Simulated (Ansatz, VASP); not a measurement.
Two plane-wave programs on LiBr

Contents of INCAR:

```
SYSTEM = LiBr
PREC = Accurate ; ENCUT = 750
EDIFF = 1E-6 ; ISMEAR = 0
SIGMA = 0.02 ; LREAL = .False.
LASPH = .True. ; NELM = 120
ALGO = Normal ; ISIF = 2
LWAVE = .False. ; LCHARG = .False.
GGA = PE ; NBANDS = 12
GGA_COMPAT = .False.
```

KPOINTS

```
regular mesh
0
Gamma
  8 8 8
  0 0 0
```

POSCAR

```
LiBr
1.0
    0.0000000000      2.7554792544      2.7554792544
    2.7554792544      0.0000000000      2.7554792544
    2.7554792544      2.7554792544      0.0000000000
Li Br
1 1
Direct
    0.0000000000      0.0000000000      0.0000000000
    0.5000000000      0.5000000000      0.5000000000
```

Input for Ansatz:

```yaml
crystal:
  lattice:
    - [0.0, 2.7554792544, 2.7554792544]
    - [2.7554792544, 0.0, 2.7554792544]
    - [2.7554792544, 2.7554792544, 0.0]
  atoms:
    - { symbol: Li, position: [0.0, 0.0, 0.0] }
    - { symbol: Br, position: [0.5, 0.5, 0.5] }
basis:
  ecutwfc: 420
kpoints:
  mp_grid: { grid: [8, 8, 8] }
  band_path: { path: [VBM, CBM], npoints: 2 }
hamiltonian:
  xc: pbe
scf:
  occupations: { method: gaussian, width: 0.02 }
output:
  forces: true
  stress: true
  eigenvalues: true
checkpoint:
  read: start.run
  write: ck
  compress: false
  write_wavefunctions: false
  write_every: 100000
```

Alike in both runs: task single point; functional PBE; k mesh 8 × 8 × 8; occupations gaussian, width 0.02 eV; no spin polarisation.

|  | VASP | Ansatz |
| --- | --- | --- |
| version | VASP 6.6.1 | Ansatz 0.2.0 |
| potentials or method | VASP PAW PBE potentials, release 64 (Li_sv, Br), cutoff 750 eV | scalar-relativistic, plane waves, PAW |
| valence electrons in the cell | 10 | 10 |

|  | VASP | Ansatz | Ansatz less VASP |
| --- | --- | --- | --- |
| gap on the k mesh at the Fermi level (eV) | 4.92 | 4.92 | -0.004 |
| least direct gap on the mesh (eV) | 4.92 | 4.92 | -0.004 |
| pressure (GPa) | 0.0 | 0.0 | +0.05 |

With one functional, cell and mesh, what is left measures potentials, basis and numerics.
